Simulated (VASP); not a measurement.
# CrO2 (Pnnm) in VASP: notebook

Runs on CrO2. Level: PBEsol+U. Tasks: single point.

All numbers are computed with VASP 6.6.1; they aren't measurements. Logs are shortened: lines on timing, memory, paths and dates and some standing lists are left out, and cuts for length are marked.

## 1. The cell of the first run

The structure is orthorhombic, space group Pnnm (No. 58). The conventional cell has a = 4.448 Å, b = 4.529 Å, c = 2.986 Å, α = 90.00°, β = 90.00°, γ = 90.00°. Within 2.5 Å of Cr (site symmetry 2/m) lie 6 O at 1.92 to 1.95 Å. O (site symmetry m) has 3 Cr at 1.92 to 1.95 Å and 1 O at 2.52 Å within 2.6 Å.

## 2. Single point, PBEsol+U, collinear spin, ferromagnetic start

Contents of INCAR:

```
ALGO     = Normal         # electronic algorithm
EDIFF    = 1E-6           # SCF threshold, eV
ENCUT    = 600            # plane-wave cutoff, eV
GGA      = PS             # functional
GGA_COMPAT= False        
ISIF     = 2              # what is computed and relaxed
ISMEAR   = -1             # smearing method
ISPIN    = 2              # spin polarisation
LASPH    = True           # aspherical terms in the spheres
LCHARG   = True           # write CHGCAR
LDAU     = True           # DFT+U
LDAUJ    = 0.9 0        
LDAUL    = 2 -1           # shell
LDAUPRINT= 1            
LDAUTYPE = 1            
LDAUU    = 4.9 0          # U, eV
LELF     = True           # ELF
LMAXMIX  = 4              # l up to which the mixer works
LORBIT   = 11             # projections on sites
LREAL    = False          # projectors in reciprocal space
LVHAR    = True         
LWAVE    = False          # write WAVECAR
MAGMOM   = 2.1 2.1 0 0 0 0 # initial moments
NBANDS   = 37             # bands
NELM     = 200            # most SCF steps
PREC     = Accurate       # precision mode
SIGMA    = 0.15           # smearing width, eV
```

Contents of KPOINTS:

```
k-points
0
Gamma
  3 3 4
```

Contents of POSCAR:

```
CrO2
1.0
    4.4480510100      0.0000000000      0.0000000000
    0.0000000000      4.5292350100      0.0000000000
    0.0000000000      0.0000000000      2.9859640000
Cr O
2 4
Direct
    0.5000000000      0.5000000000      0.5000000000
    0.0000000000      0.0000000000      0.0000000000
    0.7929690000      0.1898170000      0.5000000000
    0.2070310000      0.8101830000      0.5000000000
    0.2929690000      0.3101830000      0.0000000000
    0.7070310000      0.6898170000      0.0000000000
```

Potentials or basis: VASP PAW PBE potentials, release 64 (Cr_pv, O).

Launch:

```console
cat potpaw_PBE.64/Cr_pv/POTCAR potpaw_PBE.64/O/POTCAR > POTCAR
mpirun -np 1 vasp_std > vasp.out
```

OUTCAR:

```text
EDIFF = 1E-6
   ENCUT = 600
   GGA = PS
   ISIF = 2
   ISMEAR = -1
   ISPIN = 2
   LASPH = True
   LORBIT = 11
   LREAL = False
   NELM = 200
   PREC = Accurate

 ion  position               nearest neighbor table
   1  0.500  0.500  0.500-   3 1.92   4 1.92   5 1.95   6 1.95   5 1.95   6 1.95
   2  0.000  0.000  0.000-   5 1.92   6 1.92   3 1.95   4 1.95   3 1.95   4 1.95
   3  0.793  0.190  0.500-   1 1.92   2 1.95   2 1.95
   4  0.207  0.810  0.500-   1 1.92   2 1.95   2 1.95
   5  0.293  0.310  0.000-   2 1.92   1 1.95   1 1.95
   6  0.707  0.690  0.000-   2 1.92   1 1.95   1 1.95

  LATTYP: Found a simple orthorhombic cell.
 ALAT       =     2.9859640000
 B/A-ratio  =     1.4896532611
 C/A-ratio  =     1.5168418005

  Lattice vectors:

 A1 = (   0.0000000000,   0.0000000000,   2.9859640000)
 A2 = (   4.4480510100,   0.0000000000,   0.0000000000)
 A3 = (   0.0000000000,   4.5292350100,   0.0000000000)

Analysis of symmetry for initial positions (statically):
=====================================================================
 Subroutine PRICEL returns:
 Original cell was already a primitive cell.

 Routine SETGRP: Setting up the symmetry group for a
 simple orthorhombic supercell.

 Subroutine GETGRP returns: Found  8 space group operations
 (whereof  4 operations were pure point group operations)
 out of a pool of  8 trial point group operations.

The static configuration has the point symmetry C_2h.
 The point group associated with its full space group is D_2h.

Analysis of symmetry for dynamics (positions and initial velocities):
=====================================================================
 Subroutine PRICEL returns:
 Original cell was already a primitive cell.

 Routine SETGRP: Setting up the symmetry group for a
 simple orthorhombic supercell.

 Subroutine GETGRP returns: Found  8 space group operations
 (whereof  4 operations were pure point group operations)
 out of a pool of  8 trial point group operations.

The dynamic configuration has the point symmetry C_2h.
 The point group associated with its full space group is D_2h.

Analysis of structural, dynamic, and magnetic symmetry:
=====================================================================
 Subroutine PRICEL returns:
 Original cell was already a primitive cell.

 Routine SETGRP: Setting up the symmetry group for a
 simple orthorhombic supercell.

 Subroutine GETGRP returns: Found  8 space group operations
 (whereof  4 operations were pure point group operations)
 out of a pool of  8 trial point group operations.

The overall configuration has the point symmetry C_2h.
 The point group associated with its full space group is D_2h.

 Subroutine INISYM returns: Found  8 space group operations
 (whereof  4 operations are pure point group operations),
 and found     1 'primitive' translations

----------------------------------------------------------------------------------------

                                     Primitive cell

  volume of cell :      60.1560

[... 150 lines left out ...]
  o =  0.2841  v =  0.0000  0.0000  0.0000  0.0000  0.0000 -0.0000 -0.6841 -0.0000 -0.7294  0.0000      0.0000  0.0000  0.0000  0.0000  0.0000  0.0000  0.0000  0.0000  0.0000  0.0000
  o =  0.2975  v =  0.0000  0.0000  0.0000  0.0000  0.0000 -0.8347  0.0000 -0.5479  0.0000 -0.0557      0.0000  0.0000  0.0000  0.0000  0.0000  0.0000  0.0000  0.0000  0.0000  0.0000
  o =  0.3514  v = -0.0000  0.6799 -0.0000  0.7333 -0.0000  0.0000  0.0000  0.0000  0.0000  0.0000      0.0000  0.0000  0.0000  0.0000  0.0000  0.0000  0.0000  0.0000  0.0000  0.0000
  o =  0.3969  v = -0.8071 -0.0000 -0.5835 -0.0000 -0.0901  0.0000  0.0000  0.0000  0.0000  0.0000      0.0000  0.0000  0.0000  0.0000  0.0000  0.0000  0.0000  0.0000  0.0000  0.0000
  o =  0.5967  v = -0.0844 -0.0000 -0.0371  0.0000  0.9957  0.0000  0.0000  0.0000  0.0000  0.0000      0.0000  0.0000  0.0000  0.0000  0.0000  0.0000  0.0000  0.0000  0.0000  0.0000
  o =  0.8778  v =  0.0000  0.7333 -0.0000 -0.6799  0.0000  0.0000  0.0000  0.0000  0.0000  0.0000      0.0000  0.0000  0.0000  0.0000  0.0000  0.0000  0.0000  0.0000  0.0000  0.0000
  o =  0.9539  v = -0.5844  0.0000  0.8113 -0.0000 -0.0193  0.0000  0.0000  0.0000  0.0000  0.0000      0.0000  0.0000  0.0000  0.0000  0.0000  0.0000  0.0000  0.0000  0.0000  0.0000

atom =   2  type =  1  l = 2

 onsite density matrix

spin component  1

  0.5885  0.0000  0.2634  0.0000  0.0105
  0.0000  0.6345  0.0000  0.2624  0.0000
  0.2634  0.0000  0.7638  0.0000 -0.0161
  0.0000  0.2624  0.0000  0.5947  0.0000
  0.0105  0.0000 -0.0161  0.0000  0.5952

spin component  2

  0.2221  0.0000 -0.1139  0.0000 -0.0097
  0.0000  0.1692  0.0000 -0.1077  0.0000
 -0.1139  0.0000  0.1233  0.0000  0.0069
  0.0000 -0.1077  0.0000  0.1830  0.0000
 -0.0097  0.0000  0.0069  0.0000  0.0848

 occupancies and eigenvectors

  o =  0.0486  v =  0.0000  0.0000  0.0000  0.0000  0.0000 -0.5480 -0.0000 -0.8363 -0.0000  0.0137      0.0000  0.0000  0.0000  0.0000  0.0000  0.0000  0.0000  0.0000  0.0000  0.0000
  o =  0.0682  v =  0.0000  0.0000  0.0000  0.0000  0.0000 -0.0000  0.7294 -0.0000  0.6841  0.0000      0.0000  0.0000  0.0000  0.0000  0.0000  0.0000  0.0000  0.0000  0.0000  0.0000
  o =  0.0841  v =  0.0000  0.0000  0.0000  0.0000  0.0000  0.0541 -0.0000 -0.0191 -0.0000  0.9984      0.0000  0.0000  0.0000  0.0000  0.0000  0.0000  0.0000  0.0000  0.0000  0.0000
  o =  0.2841  v =  0.0000  0.0000  0.0000  0.0000  0.0000 -0.0000  0.6841  0.0000 -0.7294  0.0000      0.0000  0.0000  0.0000  0.0000  0.0000  0.0000  0.0000  0.0000  0.0000  0.0000
  o =  0.2975  v =  0.0000  0.0000  0.0000  0.0000  0.0000 -0.8347 -0.0000  0.5479  0.0000  0.0557      0.0000  0.0000  0.0000  0.0000  0.0000  0.0000  0.0000  0.0000  0.0000  0.0000
  o =  0.3514  v =  0.0000 -0.6799 -0.0000  0.7333 -0.0000  0.0000  0.0000  0.0000  0.0000  0.0000      0.0000  0.0000  0.0000  0.0000  0.0000  0.0000  0.0000  0.0000  0.0000  0.0000
  o =  0.3969  v = -0.8071 -0.0000  0.5835  0.0000  0.0901  0.0000  0.0000  0.0000  0.0000  0.0000      0.0000  0.0000  0.0000  0.0000  0.0000  0.0000  0.0000  0.0000  0.0000  0.0000
  o =  0.5967  v = -0.0844  0.0000  0.0371  0.0000 -0.9957  0.0000  0.0000  0.0000  0.0000  0.0000      0.0000  0.0000  0.0000  0.0000  0.0000  0.0000  0.0000  0.0000  0.0000  0.0000
  o =  0.8778  v = -0.0000 -0.7333 -0.0000 -0.6799 -0.0000  0.0000  0.0000  0.0000  0.0000  0.0000      0.0000  0.0000  0.0000  0.0000  0.0000  0.0000  0.0000  0.0000  0.0000  0.0000
  o =  0.9539  v = -0.5844  0.0000 -0.8113  0.0000  0.0193  0.0000  0.0000  0.0000  0.0000  0.0000      0.0000  0.0000  0.0000  0.0000  0.0000  0.0000  0.0000  0.0000  0.0000  0.0000

 number of electron      47.9999988 magnetization       4.0024365

 Free energy of the ion-electron system (eV)
  ---------------------------------------------------
  ext. energy  EPLUGINS =         0.00000000
  ---------------------------------------------------
  free energy    TOTEN  =       -46.79128705 eV

  energy without entropy =      -46.67132239  energy(sigma->0) =      -46.73130472

 E-fermi :   4.4542     XC(G=0): -11.8855

 val. band max:        4.4387303166   @ k =   0.0000   0.3333   0.0000
 cond. band min:       4.4977207091   @ k =   0.0000   0.0000   0.2500
 fundamental gap:      0.0589903925
 Fermi energy:         4.4542373448

 spin component 1

 k-point     1 :       0.0000    0.0000    0.0000
  band No.  band energies     occupation
      1     -40.0181      1.00000
      2     -40.0173      1.00000
      3     -39.9503      1.00000
      4     -39.9481      1.00000
      5     -39.8102      1.00000
      6     -39.7988      1.00000
[... 457 lines left out ...]
     35      15.9206      0.00000
     36      16.6866      0.00000
 Fermi energy:         4.4542373448

 spin component 2

 k-point     1 :       0.0000    0.0000    0.0000
  band No.  band energies     occupation
      1     -37.6288      1.00000
      2     -37.6282      1.00000
      3     -37.4373      1.00000
      4     -37.4350      1.00000
      5     -37.1650      1.00000
      6     -37.1510      1.00000
[... 457 lines left out ...]
     35      16.1056      0.00000
     36      16.7993      0.00000
 [bands above 36 left out]

------------------------ aborting loop because EDIFF is reached ----------------------------------------

  FORCE on cell =-STRESS in cart. coord.  units (eV):
  Direction    XX          YY          ZZ          XY          YZ          ZX
  --------------------------------------------------------------------------------------
  -------------------------------------------------------------------------------------
  Total       -2.7660405     -2.8667039     -2.8623081      0.0000000      0.0000000      0.0000000
  in kB      -73.6698750    -76.3509134    -76.2338382      0.0000000      0.0000000      0.0000000
  external PRESSURE =     -75.4182089 kB  Pullay stress =       0.0000000 kB

 VOLUME and BASIS-vectors are now :
 -----------------------------------------------------------------------------
  energy-cutoff  :      600.00
  volume of cell :       60.16
      direct lattice vectors                 reciprocal lattice vectors
     4.448051010  0.000000000  0.000000000     0.224817566  0.000000000  0.000000000
     0.000000000  4.529235010  0.000000000     0.000000000  0.220787837  0.000000000
     0.000000000  0.000000000  2.985964000     0.000000000  0.000000000  0.334900220

 POSITION                                       TOTAL-FORCE (eV/Angst)
 -----------------------------------------------------------------------------------
      2.22403      2.26462      1.49298         0.000000      0.000000      0.000000
      0.00000      0.00000      0.00000         0.000000      0.000000      0.000000
      3.52717      0.85973      1.49298         0.099539     -0.025895      0.000000
      0.92088      3.66951      1.49298        -0.099539      0.025895      0.000000
      1.30314      1.40489      0.00000         0.099539      0.025895     -0.000000
      3.14491      3.12434      0.00000        -0.099539     -0.025895      0.000000
 -----------------------------------------------------------------------------------
    total drift:                                0.000000      0.000000     -0.000000

  FREE ENERGIE OF THE ION-ELECTRON SYSTEM (eV)
  ---------------------------------------------------
  free  energy   TOTEN  =       -46.7912870518 eV

  energy  without entropy=      -46.6713223934  energy(sigma->0) =      -46.73130472

 total charge

# of ion       s       p       d       tot
------------------------------------------
    1        0.346   6.432   3.925  10.702
    2        0.346   6.432   3.925  10.702
    3        1.561   3.430   0.000   4.990
    4        1.561   3.430   0.000   4.990
    5        1.561   3.430   0.000   4.990
    6        1.561   3.430   0.000   4.990
--------------------------------------------------
tot          6.934  26.583   7.850  41.366

 magnetization (x)

# of ion       s       p       d       tot
------------------------------------------
    1        0.024   0.034   2.390   2.448
    2        0.024   0.034   2.390   2.448
    3       -0.006  -0.216   0.000  -0.221
    4       -0.006  -0.216   0.000  -0.221
    5       -0.006  -0.216   0.000  -0.221
    6       -0.006  -0.216   0.000  -0.221
--------------------------------------------------
tot          0.024  -0.794   4.780   4.011
```

It took 48 s on 1 thread of Intel Xeon Platinum 8488C (Sapphire Rapids), shared host; peak memory 0.22 GiB.

Results:

```yaml
Free_energy: -46.7913 eV
Pressure: -7.5 GPa
Largest_force: 0.103 eV/Å
Band_gap_on_the_k_mesh: zero (filled and empty bands overlap)
Net_moment: 4.00 μB per cell
Site_moments: Cr +2.45; O -0.22 μB
Valence_electrons_inside_the_program's_atomic_spheres: Cr 10.70; O 4.99
```

Forces in eV/Å, atoms in the order of the input:
```
Cr   0.000  0.000  0.000
Cr   0.000  0.000  0.000
O    0.100 -0.026  0.000
O   -0.100  0.026  0.000
O    0.100  0.026  0.000
O   -0.100 -0.026  0.000
```

Eigenvalues of the final occupation matrices:
```tsv
site	spin	trace	eigenvalues
site 1 d	1	3.18	0.35 0.40 0.60 0.88 0.95
site 1 d	2	0.78	0.05 0.07 0.08 0.28 0.30
site 2 d	1	3.18	0.35 0.40 0.60 0.88 0.95
site 2 d	2	0.78	0.05 0.07 0.08 0.28 0.30
```

Caveat: the k points lie up to 0.53 Å⁻¹ apart; the PAW data sets were made with another functional, which shifts forces and pressure a little; the run started ferromagnetic, and an antiferromagnetic order may lie lower in energy. The state reached can hang on the start; a lower one may exist.

## 3. Single point, PBEsol+U, collinear spin, ferromagnetic start

Contents of INCAR:

```
ALGO = Normal ; EDIFF = 1E-6
ENCUT = 600 ; GGA = PS
GGA_COMPAT = False ; ISIF = 2
ISMEAR = -1 ; ISPIN = 2
LASPH = True ; LCHARG = False
LDAU = True ; LDAUJ = 0.9 0
LDAUL = 2 -1 ; LDAUPRINT = 1
LDAUTYPE = 1 ; LDAUU = 4.9 0
LMAXMIX = 4 ; LORBIT = 11
LREAL = False ; LWAVE = False
MAGMOM = 2.1 2.1 0 0 0 0 ; NBANDS = 37
NELM = 200 ; PREC = Accurate
SIGMA = 0.15
```

Contents of KPOINTS:

```
k-points
0
Gamma
  4 4 5
```

POSCAR is that of step 2.

Potentials or basis: VASP PAW PBE potentials, release 64 (Cr_pv, O).

Launch:

```console
cat potpaw_PBE.64/Cr_pv/POTCAR potpaw_PBE.64/O/POTCAR > POTCAR
mpirun -np 1 vasp_std > vasp.out
```

It took 89 s on 1 thread of Intel Xeon Platinum 8488C (Sapphire Rapids), shared host; peak memory 0.26 GiB.

The run converged. Its results:

```yaml
Free_energy: -46.7971 eV
Pressure: -7.6 GPa
Largest_force: 0.095 eV/Å
Band_gap_on_the_k_mesh: zero (filled and empty bands overlap)
Net_moment: 4.00 μB per cell
Site_moments: Cr +2.44; O -0.22 μB
Valence_electrons_inside_the_program's_atomic_spheres: Cr 10.70; O 4.99
```

Forces on the atoms (eV/Å):
```
Cr   0.000  0.000  0.000
Cr   0.000  0.000  0.000
O    0.093 -0.019  0.000
O   -0.093  0.019  0.000
O    0.093  0.019  0.000
O   -0.093 -0.019  0.000
```

Stress tensor (GPa, compression positive):
```
-7.45  0.00  0.00
 0.00 -7.74  0.00
 0.00  0.00 -7.71
```

Levels at points of the mesh, in eV from the Fermi level:
Spin up:
| k point | band 23 | band 24 | band 25 | band 26 | band 27 | band 28 | band 29 | band 30 |
| --- | --- | --- | --- | --- | --- | --- | --- | --- |
| (0.00, 0.00, 0.00) | -1.45 | -0.93 | -0.42 | -0.37 | 0.17 | 1.08 | 1.78 | 4.34 |
| (0.50, 0.00, 0.00) | -0.80 | -0.80 | -0.70 | -0.70 | 0.37 | 0.37 | 3.94 | 3.94 |
| (0.00, 0.50, 0.00) | -0.81 | -0.81 | -0.73 | -0.73 | 0.33 | 0.33 | 3.88 | 3.88 |
| (0.50, 0.50, 0.00) | -1.79 | -1.79 | -1.37 | -1.37 | 1.06 | 1.06 | 3.20 | 3.20 |
Spin down:
| k point | band 20 | band 21 | band 22 | band 23 | band 24 | band 25 |
| --- | --- | --- | --- | --- | --- | --- |
| (0.00, 0.00, 0.00) | -0.91 | -0.87 | -0.56 | 2.97 | 2.98 | 3.08 |
| (0.50, 0.00, 0.00) | -2.11 | -1.22 | -1.22 | 3.61 | 3.61 | 3.87 |
| (0.00, 0.50, 0.00) | -2.13 | -1.29 | -1.29 | 3.58 | 3.58 | 3.85 |
| (0.50, 0.50, 0.00) | -1.96 | -1.68 | -1.68 | 2.88 | 2.88 | 3.49 |

Eigenvalues of the final occupation matrices:
```tsv
site	spin	trace	eigenvalues
site 1 d	1	3.17	0.35 0.40 0.59 0.88 0.95
site 1 d	2	0.78	0.05 0.07 0.08 0.28 0.30
site 2 d	1	3.17	0.35 0.40 0.59 0.88 0.95
site 2 d	2	0.78	0.05 0.07 0.08 0.28 0.30
```

Caveat: the k points lie up to 0.42 Å⁻¹ apart; the PAW data sets were made with another functional, which shifts forces and pressure a little; the run started ferromagnetic, and an antiferromagnetic order may lie lower in energy. The state reached can hang on the start; a lower one may exist.

## 4. Single point, PBEsol+U, collinear spin, ferromagnetic start

Contents of INCAR:

```
PREC = Accurate
ENCUT = 600
EDIFF = 1E-6
ISMEAR = -1
SIGMA = 0.15
LREAL = False
LASPH = True
NELM = 200
ALGO = Normal
ISIF = 2
LWAVE = False
LCHARG = True
ISPIN = 2
MAGMOM = 2.1 2.1 0 0 0 0
LORBIT = 11
LMAXMIX = 4
LDAU = True
LDAUTYPE = 1
LDAUL = 2 -1
LDAUU = 4.9 0
LDAUJ = 0.9 0
LDAUPRINT = 1
GGA = PS
LELF = True
LVHAR = True
NBANDS = 37
GGA_COMPAT = False
```

Contents of KPOINTS:

```
regular mesh
0
Gamma
  5 4 7
```

POSCAR is that of step 3.

Launch:

```console
cat potpaw_PBE.64/Cr_pv/POTCAR potpaw_PBE.64/O/POTCAR > POTCAR
mpirun -np 1 vasp_std > vasp.out
```

Run time: 2.2 min. Hardware: 1 thread of Intel Xeon Platinum 8488C (Sapphire Rapids), shared host; peak memory 0.28 GiB.

Results (log left out):

- Free energy: -46.7987 eV
- Pressure: -7.6 GPa
- Largest force: 0.098 eV/Å
- Band gap on the k mesh: zero (filled and empty bands overlap)
- Net moment: 4.00 μB per cell
- Site moments: Cr +2.44; O -0.22 μB
- Valence electrons inside the program's atomic spheres: Cr 10.70; O 4.99

Forces on the atoms (eV/Å):
```
Cr   0.000  0.000  0.000
Cr   0.000  0.000  0.000
O    0.096 -0.022  0.000
O   -0.096  0.022  0.000
O    0.096  0.022  0.000
O   -0.096 -0.022  0.000
```

Stress tensor (GPa, compression positive):
```
-7.42  0.00  0.00
 0.00 -7.71  0.00
 0.00  0.00 -7.75
```

Levels at points of the mesh, in eV from the Fermi level:
Spin up:
```csv
k point,band 22,band 23,band 24,band 25,band 26,band 27,band 28,band 29,band 30,band 31
"(0.00, 0.00, 0.00)",-2.14,-1.46,-0.93,-0.42,-0.37,0.17,1.08,1.79,4.34,4.35
"(0.00, 0.50, 0.00)",-1.84,-0.81,-0.81,-0.73,-0.73,0.33,0.33,3.88,3.88,4.15
```
Spin down:
| k point | band 18 | band 19 | band 20 | band 21 | band 22 | band 23 | band 24 | band 25 | band 26 | band 27 |
| --- | --- | --- | --- | --- | --- | --- | --- | --- | --- | --- |
| (0.00, 0.00, 0.00) | -2.83 | -1.15 | -0.91 | -0.87 | -0.56 | 2.97 | 2.99 | 3.08 | 3.45 | 3.50 |
| (0.00, 0.50, 0.00) | -3.46 | -2.13 | -2.13 | -1.29 | -1.29 | 3.58 | 3.58 | 3.85 | 3.85 | 4.26 |

Eigenvalues of the final occupation matrices:
```tsv
site	spin	trace	eigenvalues
site 1 d	1	3.17	0.35 0.40 0.59 0.88 0.95
site 1 d	2	0.78	0.05 0.07 0.08 0.28 0.30
site 2 d	1	3.17	0.35 0.40 0.59 0.88 0.95
site 2 d	2	0.78	0.05 0.07 0.08 0.28 0.30
```

Caveat: the cell stands under tension; the PAW data sets were made with another functional, which shifts forces and pressure a little; the run started ferromagnetic, and an antiferromagnetic order may lie lower in energy. The state reached can hang on the start; a lower one may exist.

## 5. Summary

| k mesh | gap on the mesh (eV) | pressure (GPa) | moment (μB) | largest force (eV/Å) |
| --- | --- | --- | --- | --- |
| 3 × 3 × 4 | none | -7.5 | 4.00 | 0.10 |
| 4 × 4 × 5 | none | -7.6 | 4.00 | 0.09 |
| 5 × 4 × 7 | none | -7.6 | 4.00 | 0.10 |

Alike in all rows: task single point; level PBEsol+U; potentials or basis VASP PAW PBE potentials, release 64 (Cr_pv, O); spin collinear, ferromagnetic start; Cr d U = 4.9 eV, J = 0.9 eV; cell as given; cutoff (eV) 600; smearing fermi-dirac 0.15 eV.

Caveats: some runs use coarse meshes; the PAW data sets were made with another functional, which shifts forces and pressure a little; the run started ferromagnetic, and an antiferromagnetic order may lie lower in energy; the cell stands under tension (at least some runs).

Total energies depend on the potentials used, so only differences within one code and one set of settings carry meaning.

The gap in the log of VASP goes by the Fermi energy; the results here count the filled bands.